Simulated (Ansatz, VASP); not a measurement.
## One calculation of Sb, two programs

INCAR

```
PREC = Accurate
ENCUT = 520
EDIFF = 1E-8
ISMEAR = -1
SIGMA = 0.05
LREAL = F
LASPH = T
NELM = 60
ALGO = Normal
ISIF = 2
LWAVE = F
LCHARG = F
GGA = PS
LEFG = T
NBANDS = 8
```

File KPOINTS:

```
Automatic mesh
0
Gamma
  19 19 19
```

The input POSCAR:

```
Sb
1.0
   -1.4846596688      1.4846596688      2.4464823777
    1.4846596688     -1.4846596688      2.4464823777
    1.4846596688      1.4846596688     -2.4464823777
Sb
1
Direct
    0.0000000000      0.0000000000      0.0000000000
```

Input for Ansatz:

```yaml
crystal:
  lattice:
    - [-1.4846596688, 1.4846596688, 2.4464823777]
    - [1.4846596688, -1.4846596688, 2.4464823777]
    - [1.4846596688, 1.4846596688, -2.4464823777]
  atoms:
    - { symbol: Sb, position: [0.0, 0.0, 0.0] }
kpoints:
  mp_grid: { grid: [19, 19, 19] }
scf:
  occupations: { method: fermi_dirac, width: 0.05 }
hamiltonian:
  xc: pbesol
  pseudopotentials: { kind: all_electron, datasets: crystal }
output:
  forces: true
  stress: true
  eigenvalues: true
  efg: { contact_densities: true }
```

Change from the starting cell: volume scaled by 0.96, crystal datasets.

Alike in both runs: task electric field gradients; functional PBEsol; k mesh 19 × 19 × 19; occupations fermi-dirac, width 0.05 eV; no spin polarisation.

```csv
,VASP,Ansatz
version,VASP 6.6.1,Ansatz 0.2.0
potentials or method,"VASP PAW PBE potentials, release 64 (Sb), cutoff 520 eV","all-electron PAW with datasets made for the crystal, scalar-relativistic"
```

VASP gave:

| Quantity | Value |
| --- | --- |
| pressure (GPa) | 21.2 |
| traceless stress, the component that is largest in VASP (GPa) | -2.02 |
| size of Vzz on the site where it differs most (V/Å²) | 37.5 |

Problem. What did Ansatz give for the same quantities?

Solution. Pressure (GPa): 20.9; traceless stress, the component that is largest in VASP (GPa): -1.87; size of Vzz on the site where it differs most (V/Å²): 37.6.

VASP's potentials were made for PBE, not for PBEsol. Ansatz ran all-electron here, and VASP with PAW potentials.

Spin-orbit coupling is off throughout.
